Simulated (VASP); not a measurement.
GaSb3: single point with LDA

GaSb3:

```
CELL_PARAMETERS angstrom
-0.04835 3.62200 3.35651
3.57365 0.00000 3.30815
3.62200 3.62200 -0.04835
ATOMIC_POSITIONS crystal
Ga 0.00000 0.00000 0.00000
Sb 0.25000 0.25000 0.25000
Sb 0.75000 0.75000 0.75000
Sb 0.50000 0.50000 0.50000
```

This cell differs from its parent crystal: engineering shear strain xz -0.0267, normal strain along z -0.0733.

| Quantity | Value |
| --- | --- |
| Program | VASP 6.6.1 |
| Task | single point |
| Functional | LDA |
| Potentials or basis | VASP PAW LDA potentials, release 64 (Ga_d, Sb) |
| Cutoff | 520 eV |
| k mesh | 10 × 10 × 10 |
| Occupations | gaussian, width 0.15 eV |
| Spin | no spin polarisation |

```json
{
 "Pressure": "6.8 GPa",
 "Largest force": "0.109 eV/Å",
 "Band gap on the k mesh": "zero (bands 14 and 15 overlap by 4.65 eV)"
}
```

Forces in eV/Å, atoms in the order of the input:
```
Ga   0.000  0.000  0.000
Sb   0.000 -0.109  0.000
Sb   0.000  0.109  0.000
Sb   0.000  0.000  0.000
```

Stress tensor (GPa, compression positive):
```
6.15 0.00 1.24
0.00 6.39 0.00
1.24 0.00 7.83
```

Levels at points of the mesh, in eV from the Fermi level:
```tsv
k point	band 11	band 12	band 13	band 14	band 15	band 16	band 17	band 18
(0.00, 0.00, 0.00)	-2.96	-2.91	-2.85	-2.85	-2.61	-1.25	-1.25	-0.11
(0.50, 0.00, 0.00)	-3.75	-3.30	-2.89	-0.01	0.34	1.91	2.64	2.70
(0.00, 0.50, 0.00)	-3.88	-3.37	-2.99	-0.13	0.25	1.98	2.77	2.88
(0.50, 0.50, 0.00)	-6.27	0.78	0.81	1.10	1.27	1.96	2.00	3.26
(0.50, 0.00, 0.50)	-5.93	0.64	1.24	1.47	1.73	2.20	2.21	2.98
(0.00, 0.50, 0.50)	-5.97	0.64	1.23	1.46	1.69	2.20	2.23	2.97
```

Run time: 5.7 min on 1 thread of Intel(R) Xeon(R) Platinum 8259CL CPU @ 2.50GHz (Skylake/Cascade Lake), on a shared host, peak memory 0.58 GiB.

Caveat: the cell differs from its parent crystal (engineering shear strain xz -0.0267, normal strain along z -0.0733); the cell stands under pressure; spin-orbit coupling is left out, which moves the levels of the heavy elements.
